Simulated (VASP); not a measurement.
# Ta (Im-3m) in VASP: a series of runs

Ta is run at these levels: PBE; tasks: single point, relaxation of cell and atoms.

Everything below comes from runs of VASP 6.6.1. Logs are shortened: lines on timing, memory, paths and dates and some standing lists are left out, and cuts for length are marked.

### 1 The cell of the first run

It takes space group Im-3m (No. 229, cubic). Conventional cell: a = 3.317 Å, b = 3.317 Å, c = 3.317 Å, α = 90.00°, β = 90.00°, γ = 90.00°. Ta (site symmetry m-3m) has 14 Ta at 2.87 to 3.32 Å within 3.8 Å.

### 2 Single point, PBE

Input file INCAR:

```
PREC     = Accurate       # precision mode
ENCUT    = 520            # plane-wave cutoff, eV
EDIFF    = 1E-7           # SCF threshold, eV
ISMEAR   = 0              # smearing method
SIGMA    = 0.1            # smearing width, eV
LREAL    = F              # projectors in reciprocal space
LASPH    = T              # aspherical terms in the spheres
NELM     = 100            # most SCF steps
ALGO     = Normal         # electronic algorithm
ISIF     = 2              # what is computed and relaxed
LWAVE    = F              # write WAVECAR
LCHARG   = F              # write CHGCAR
GGA      = PE             # functional
NBANDS   = 12             # bands
```

Input file KPOINTS:

```
Automatic mesh
0
Gamma
  8 8 8
```

Input file POSCAR:

```
Ta
1.0
   -1.6586425978      1.6586425978      1.6586425978
    1.6586425978     -1.6586425978      1.6586425978
    1.6586425978      1.6586425978     -1.6586425978
Ta
1
Direct
    0.0000000000      0.0000000000      0.0000000000
```

Potentials or basis: VASP PAW PBE potentials, release 64 (Ta_pv).

Launch:

```
$ cat potpaw_PBE.64/Ta_pv/POTCAR > POTCAR
$ mpirun -np 1 vasp_std > vasp.out
```

OUTCAR:

```text
PREC = Accurate
   ENCUT = 520
   EDIFF = 1E-7
   ISMEAR = 0
   LREAL = F
   LASPH = T
   NELM = 100
   ISIF = 2
   GGA = PE

 ion  position               nearest neighbor table
   1  0.000  0.000  0.000-

  LATTYP: Found a body centered cubic cell.
 ALAT       =     3.3172851956

  Lattice vectors:

 A1 = (  -1.6586425978,   1.6586425978,   1.6586425978)
 A2 = (   1.6586425978,  -1.6586425978,   1.6586425978)
 A3 = (   1.6586425978,   1.6586425978,  -1.6586425978)

Analysis of symmetry for initial positions (statically):
=====================================================================
 Subroutine PRICEL returns:
 Original cell was already a primitive cell.

 Routine SETGRP: Setting up the symmetry group for a
 body centered cubic supercell.

 Subroutine GETGRP returns: Found 48 space group operations
 (whereof 48 operations were pure point group operations)
 out of a pool of 48 trial point group operations.

The static configuration has the point symmetry O_h .

Analysis of symmetry for dynamics (positions and initial velocities):
=====================================================================
 Subroutine PRICEL returns:
 Original cell was already a primitive cell.

 Routine SETGRP: Setting up the symmetry group for a
 body centered cubic supercell.

 Subroutine GETGRP returns: Found 48 space group operations
 (whereof 48 operations were pure point group operations)
 out of a pool of 48 trial point group operations.

The dynamic configuration has the point symmetry O_h .

 Subroutine INISYM returns: Found 48 space group operations
 (whereof 48 operations are pure point group operations),
 and found     1 'primitive' translations

----------------------------------------------------------------------------------------

                                     Primitive cell

  volume of cell :      18.2523

  direct lattice vectors                    reciprocal lattice vectors
    -1.658642598  1.658642598  1.658642598     0.000000000  0.301451320  0.301451320
     1.658642598 -1.658642598  1.658642598     0.301451320  0.000000000  0.301451320
     1.658642598  1.658642598 -1.658642598     0.301451320  0.301451320  0.000000000

  length of vectors
     2.872853251  2.872853251  2.872853251     0.426316545  0.426316545  0.426316545

  position of ions in fractional coordinates (direct lattice)
     0.000000000  0.000000000  0.000000000

  ion indices of the primitive-cell ions
   primitive index   ion index
                 1           1

----------------------------------------------------------------------------------------

 KPOINTS: Automatic mesh

Automatic generation of k-mesh.
 Grid dimensions read from file:
 generate k-points for:    8    8    8

 Generating k-lattice:

  Cartesian coordinates                     Fractional coordinates (reciprocal lattice)
     0.000000000  0.037681415  0.037681415     0.125000000  0.000000000  0.000000000
     0.037681415  0.000000000  0.037681415     0.000000000  0.125000000  0.000000000
     0.037681415  0.037681415  0.000000000     0.000000000  0.000000000  0.125000000

  Length of vectors
     0.053289568  0.053289568  0.053289568

  Shift w.r.t. Gamma in fractional coordinates (k-lattice)
     0.000000000  0.000000000  0.000000000

 Subroutine IBZKPT returns following result:
 ===========================================

 Found     29 irreducible k-points:

 Following reciprocal coordinates:
            Coordinates               Weight
  0.000000  0.000000  0.000000      1.000000
  0.125000  0.000000  0.000000     12.000000
  0.250000  0.000000  0.000000     12.000000
  0.375000  0.000000  0.000000     12.000000
  0.500000  0.000000  0.000000      6.000000
  0.125000  0.125000  0.000000     24.000000
[... 16 lines left out ...]
 -0.250000  0.250000  0.250000      6.000000
 -0.375000  0.375000  0.250000     24.000000
 [... further k-points ...]
   k-points           NKPTS =     29   k-points in BZ     NKDIM =     29   number of bands    NBANDS=     12
   number of dos      NEDOS =    301   number of ions     NIONS =      1
   total plane-waves  NPLWV =  13824
   dimension x,y,z NGX =    24 NGY =   24 NGZ =   24
   dimension x,y,z NGXF=    48 NGYF=   48 NGZF=   48
   ions per type =               1
   NGX,Y,Z   is equivalent  to a cutoff of  13.89, 13.89, 13.89 a.u.
   NGXF,Y,Z  is equivalent  to a cutoff of  27.78, 27.78, 27.78 a.u.
 SYSTEM =  unknown system
   PREC   = accura    normal or accurate (medium, high low for compatibility)
   ISTART =      0    job   : 0-new  1-cont  2-samecut
   ICHARG =      2    charge: 1-file 2-atom 10-const
   ISPIN  =      1    spin polarized calculation?
   LNONCOLLINEAR =      F non collinear calculations
   LSORBIT =      F    spin-orbit coupling
   LASPH  =      T    aspherical Exc in radial PAW
   ENCUT  =  520.0 eV  38.22 Ry    6.18 a.u.   5.34  5.34  5.34*2*pi/ulx,y,z
   NELM   =    100;   NELMIN=  2; NELMDL= -5     # of ELM steps
   EDIFF  = 0.1E-06   stopping-criterion for ELM
   LREAL  =      F    real-space projection
   EDIFFG = 0.1E-05   stopping-criterion for IOM
   NSW    =      0    number of steps for IOM
   IBRION =     -1    ionic relax: 0-MD 1-quasi-New 2-CG
   NFREE  =      0    steps in history (QN), initial steepest desc. (CG)
   ISIF   =      2    stress and relaxation
   ISYM   =      2    0-nonsym 1-usesym 2-fastsym
   POTIM  = 0.5000    time-step for ionic-motion
   TEBEG  =    0.0;   TEEND  =   0.0 temperature during run
   PSTRESS=    0.0 pullay stress
   NELECT =      11.0000    total number of electrons
   NUPDOWN=      -1.0000    fix difference up-down
   EMIN   =  10.00;   EMAX   =-10.00  energy-range for DOS
   EFERMI =   0.00;   METHOD = LEGACY
   ISMEAR =     0;   SIGMA  =   0.10  broadening in eV -4-tet -1-fermi 0-gaus
   EFERMI_NEDOS =   21; number of points for ismear=-14 and -15
   IALGO  =     38    algorithm
   IMIX   =      4    mixing-type and parameters
     AMIX     =   0.40;   BMIX     =  1.00
     AMIX_MAG =   1.60;   BMIX_MAG =  1.00
  volume/ion in A,a.u.               =      18.25       123.17
  Fermi-wavevector in a.u.,A,eV,Ry     =   1.382822  2.613154 26.017011  1.912196
  Thomas-Fermi vector in A             =   2.507477
   LORBIT       =      0    0 simple, 1 ext, 2 COOP (PROOUT), +10 PAW based schemes
   GGA     = PE    functional components
   LHFCALC =     F    Hartree Fock is set to
   AEXX    =    0.0000 exact exchange contribution
   IVDW    =     0    specifies the selected vdW correction
   LEPSILON=     F    determine dielectric tensor
   LRPA    =     F    only Hartree local field effects (RPA)
 non-spin polarized calculation
 Gauss-broadening in eV      SIGMA  =   0.10
  energy-cutoff  :      520.00
  volume of cell :       18.25
 maximum number of plane-waves:       531
 NGX is ok and might be reduce to    24
   NGX = 11   NGY = 11   NGZ = 11

 number of electron      11.0000001 magnetization

 Free energy of the ion-electron system (eV)
  ---------------------------------------------------
  ext. energy  EPLUGINS =         0.00000000
  ---------------------------------------------------
  free energy    TOTEN  =       -11.83569804 eV

  energy without entropy =      -11.83155468  energy(sigma->0) =      -11.83362636

 E-fermi :   5.4065     XC(G=0): -12.5446

 val. band max:        5.3100951588   @ k =   0.2500   0.0000   0.0000
 cond. band min:       5.4588424311   @ k =  -0.2500   0.2500   0.1250
 fundamental gap:      0.1487472723
 Fermi energy:         5.4064753584

 k-point     1 :       0.0000    0.0000    0.0000
  band No.  band energies     occupation
      1     -27.7124      2.00000
      2     -27.7124      2.00000
      3     -27.7124      2.00000
      4      -2.4868      2.00000
      5       6.1304      0.00000
      6       6.1304      0.00000
      7       6.1304      0.00000
      8       9.3543      0.00000
      9       9.3543      0.00000
     10      20.0765      0.00000
     11      20.3241      0.00000
     12      20.3241      0.00000

 k-point     2 :       0.1250    0.0000    0.0000
  band No.  band energies     occupation
      1     -27.8896      2.00000
      2     -27.7674      2.00000
      3     -27.7133      2.00000
      4      -1.8206      2.00000
      5       5.7162      0.00001
      6       5.9524      0.00000
      7       6.7970      0.00000
      8       8.8305      0.00000
      9       9.3677      0.00000
     10      20.0760      0.00000
     11      20.8411      0.00000
     12      21.4962      0.00000

 k-point     3 :       0.2500    0.0000    0.0000
  band No.  band energies     occupation
      1     -28.2986      2.00000
      2     -27.8979      2.00000
      3     -27.7156      2.00000
      4      -0.2181      2.00000
      5       4.8640      2.00000
      6       5.3101      1.82712
      7       8.6869      0.00000
      8       8.7770      0.00000
      9       9.5377      0.00000
     10      20.0716      0.00000
     11      20.4621      0.00000
     12      21.9505      0.00000

 k-point     4 :       0.3750    0.0000    0.0000
  band No.  band energies     occupation
      1     -28.6840      2.00000
      2     -28.0253      2.00000
      3     -27.7180      2.00000
      4       0.9331      2.00000
      5       4.1535      2.00000
      6       5.7414      0.00000
      7       9.2526      0.00000
      8       9.9553      0.00000
      9      11.3529      0.00000
     10      18.2998      0.00000
     11      18.5795      0.00000
     12      20.0897      0.00000

 k-point     5 :       0.5000    0.0000    0.0000
  band No.  band energies     occupation
      1     -28.8376      2.00000
      2     -28.0772      2.00000
      3     -27.7190      2.00000
      4       1.0663      2.00000
      5       3.8889      2.00000
      6       6.9067      0.00000
      7       9.2297      0.00000
      8      10.2428      0.00000
      9      13.0721      0.00000
     10      16.9123      0.00000
     11      17.2551      0.00000
     12      20.0847      0.00000
[... 228 lines left out ...]
      1     -28.5293      2.00000
      2     -28.5293      2.00000
      3     -27.9327      2.00000
      4       3.7155      2.00000
      5       3.7155      2.00000
      6       3.9136      2.00000
      7       9.7956      0.00000
      8       9.7956      0.00000
      9      14.7096      0.00000
     10      17.1946      0.00000
     11      17.1946      0.00000
     12      20.0803      0.00000

 k-point    22 :       0.2500    0.2500    0.2500
  band No.  band energies     occupation
      1     -28.2796      2.00000
      2     -28.2796      2.00000
      3     -28.2796      2.00000
      4       4.1676      2.00000
      5       4.1676      2.00000
      6       4.1676      2.00000
      7      10.4101      0.00000
      8      10.4101      0.00000
      9      12.3570      0.00000
     10      18.0829      0.00000
     11      18.0829      0.00000
     12      18.0829      0.00000

 k-point    23 :      -0.2500    0.2500    0.2500
  band No.  band energies     occupation
      1     -28.3202      2.00000
      2     -28.0985      2.00000
      3     -28.0985      2.00000
      4       1.6730      2.00000
      5       4.4897      2.00000
      6       6.6398      0.00000
      7       6.6398      0.00000
      8       8.5606      0.00000
      9      10.3465      0.00000
     10      19.8784      0.00000
     11      20.1141      0.00000
     12      24.5392      0.00000

 k-point    24 :      -0.3750    0.3750    0.2500
  band No.  band energies     occupation
      1     -28.5531      2.00000
      2     -28.2360      2.00000
      3     -28.1323      2.00000
      4       2.5838      2.00000
      5       3.4523      2.00000
      6       6.6510      0.00000
      7       7.3248      0.00000
      8      10.7479      0.00000
      9      10.8246      0.00000
     10      19.1884      0.00000
     11      20.0881      0.00000
     12      21.4649      0.00000

 [... further k-points ...]

------------------------ aborting loop because EDIFF is reached ----------------------------------------

  FORCE on cell =-STRESS in cart. coord.  units (eV):
  Direction    XX          YY          ZZ          XY          YZ          ZX
  --------------------------------------------------------------------------------------
  -------------------------------------------------------------------------------------
  Total       -0.1805995     -0.1805995     -0.1805995      0.0000000     -0.0000000      0.0000000
  in kB      -15.8529011    -15.8529011    -15.8529011      0.0000000     -0.0000000      0.0000000
  external PRESSURE =     -15.8529011 kB  Pullay stress =       0.0000000 kB

 VOLUME and BASIS-vectors are now :
 -----------------------------------------------------------------------------
  energy-cutoff  :      520.00
  volume of cell :       18.25
      direct lattice vectors                 reciprocal lattice vectors
    -1.658642598  1.658642598  1.658642598     0.000000000  0.301451320  0.301451320
     1.658642598 -1.658642598  1.658642598     0.301451320  0.000000000  0.301451320
     1.658642598  1.658642598 -1.658642598     0.301451320  0.301451320  0.000000000

 POSITION                                       TOTAL-FORCE (eV/Angst)
 -----------------------------------------------------------------------------------
      0.00000      0.00000      0.00000        -0.000000      0.000000     -0.000000
 -----------------------------------------------------------------------------------
    total drift:                                0.000000      0.000000     -0.000000

  FREE ENERGIE OF THE ION-ELECTRON SYSTEM (eV)
  ---------------------------------------------------
  free  energy   TOTEN  =       -11.8356980429 eV

  energy  without entropy=      -11.8315546803  energy(sigma->0) =      -11.83362636
```

It took 6 s on 1 thread of Intel Xeon Platinum 8259CL at 2.50GHz (Skylake/Cascade Lake), shared host; peak memory 0.14 GiB.

Results:

```yaml
Free_energy: -11.8357 eV
Pressure: -1.6 GPa
Band_gap_on_the_k_mesh: zero (an odd number of electrons rules out a gap without spin polarisation)
```

Caveat: spin-orbit coupling is left out, which moves the levels of the heavy elements.

### 3 Single point, PBE

This run uses another cell than the first one, of 18.10 Å³/atom.

Input file INCAR:

```
SYSTEM = Ta
ALGO = Normal
EDIFF = 1E-6
ENCUT = 520
GGA = PE
ISIF = 2
ISMEAR = 0
LASPH = .True.
LCHARG = .False.
LREAL = .False.
LWAVE = .False.
NBANDS = 12
NELM = 60
PREC = Accurate
SIGMA = 0.1
```

Input file KPOINTS:

```
k-points
0
Gamma
  8 8 8
  0 0 0
```

Input file POSCAR:

```
Ta
1.0
   -1.6541562152      1.6541562152      1.6541562152
    1.6541562152     -1.6541562152      1.6541562152
    1.6541562152      1.6541562152     -1.6541562152
Ta
1
Direct
    0.0000000000      0.0000000000      0.0000000000
```

Potentials or basis: VASP PAW PBE potentials, release 64 (Ta_pv).

Launch:

```
$ cat potpaw_PBE.64/Ta_pv/POTCAR > POTCAR
$ mpirun -np 1 vasp_std > vasp.out
```

It took 5 s on 1 thread of Intel Xeon Platinum 8259CL at 2.50GHz (Skylake/Cascade Lake), shared host; peak memory 0.14 GiB.

It converged, with:

```
Free energy            : -11.8364 eV
Pressure               : 0.0 GPa
Band gap on the k mesh : zero (an odd number of electrons rules out a gap without spin polarisation)
```

Levels at points of the mesh, in eV from the Fermi level:
```tsv
k point	band 2	band 3	band 4	band 5	band 6	band 7	band 8	band 9
(0.00, 0.00, 0.00)	-33.08	-33.08	-7.92	0.73	0.73	0.73	3.98	3.98
(0.50, 0.00, 0.00)	-33.46	-33.09	-4.37	-1.54	1.54	3.86	4.88	7.75
(0.50, 0.50, 0.50)	-33.89	-33.89	-3.79	-3.79	6.79	6.79	6.79	8.59
```

Caveat: spin-orbit coupling is left out, which moves the levels of the heavy elements.

### 4 Relaxation of cell and atoms, PBE

Input file INCAR:

```
PREC = Accurate ; ENCUT = 600
EDIFF = 1E-6 ; ISMEAR = 0
SIGMA = 0.1 ; LREAL = False
LASPH = True ; NELM = 80
ALGO = Fast ; ISIF = 3
LWAVE = False ; LCHARG = False
GGA = PE ; IBRION = 2
NSW = 90 ; EDIFFG = -0.04
```

Input file KPOINTS:

```
Automatic mesh
0
Gamma
  8 8 8
```

Input file POSCAR:

```
Ta
1.0
   -1.6586425978      1.6586425978      1.6586425978
    1.6586425978     -1.6586425978      1.6586425978
    1.6586425978      1.6586425978     -1.6586425978
Ta
1
Direct
    0.0000000000      0.0000000000      0.0000000000
```

Launch:

```
$ cat potpaw_PBE.64/Ta_pv/POTCAR > POTCAR
$ mpirun -np 1 vasp_std > vasp.out
```

Wall time 12 s (1 thread of Intel Xeon Platinum 8259CL at 2.50GHz (Skylake/Cascade Lake), shared host); peak memory 0.14 GiB.

Results (log left out):

```
Free energy                           : -11.8367 eV
Relaxed volume                        : 18.11 Å³/atom
Relaxed cell                          : a = 2.865 Å, b = 2.865 Å, c = 2.865 Å, α = 109.47°, β = 109.47°, γ = 109.47°
Space group after relaxing (to 0.1 Å) : Im-3m (No. 229)
Energy gained by relaxing             : 0.7 meV/atom
Ionic steps                           : 3
Pressure after relaxing               : -0.1 GPa
Band gap on the k mesh                : zero (an odd number of electrons rules out a gap without spin polarisation)
```

Step by step:
```csv
step,energy change (eV),largest force (eV/Å),pressure (GPa),volume (Å³)
1,0.0000,0.0000,-1.59,18.25
2,0.0033,0.0000,3.95,17.78
3,-0.0007,0.0000,-0.07,18.11
```

Final structure:
```xyz
1
Lattice="-1.6543 1.6543 1.6543 1.6543 -1.6543 1.6543 1.6543 1.6543 -1.6543" Properties=species:S:1:pos:R:3 pbc="T T T"
Ta    0.0000    0.0000    0.0000
```

Levels at points of the mesh, in eV from the Fermi level:
```csv
k point,band 1,band 2,band 3,band 4,band 5,band 6,band 7,band 8,band 9
"(0.00, 0.00, 0.00)",-33.08,-33.08,-33.08,-7.92,0.73,0.73,0.73,3.98,3.98
"(0.50, 0.00, 0.00)",-34.24,-33.46,-33.09,-4.37,-1.54,1.54,3.86,4.88,7.75
"(0.50, 0.50, 0.50)",-33.89,-33.89,-33.89,-3.79,-3.79,6.79,6.79,6.79,8.59
```

Caveat: spin-orbit coupling is left out, which moves the levels of the heavy elements.

### 5 The runs side by side

```tsv
task	cell	cutoff (eV)	gap on the mesh (eV)	pressure (GPa)
single point	a = 2.873 Å, angles 109.5°, 1 atom	520	none	-1.6
single point	a = 2.865 Å, angles 109.5°, 1 atom	520	none	0.0
relaxation of cell and atoms	relaxed from a = 2.873 Å, angles 109.5°, 1 atom	600	none	-0.1
```

Alike in all rows: level PBE; potentials or basis VASP PAW PBE potentials, release 64 (Ta_pv); no spin polarisation; k mesh 8 × 8 × 8; smearing gaussian 0.1 eV.

Caveats: spin-orbit coupling is left out, which moves the levels of the heavy elements.

Total energies depend on the potentials used, so only differences within one code and one set of settings carry meaning.
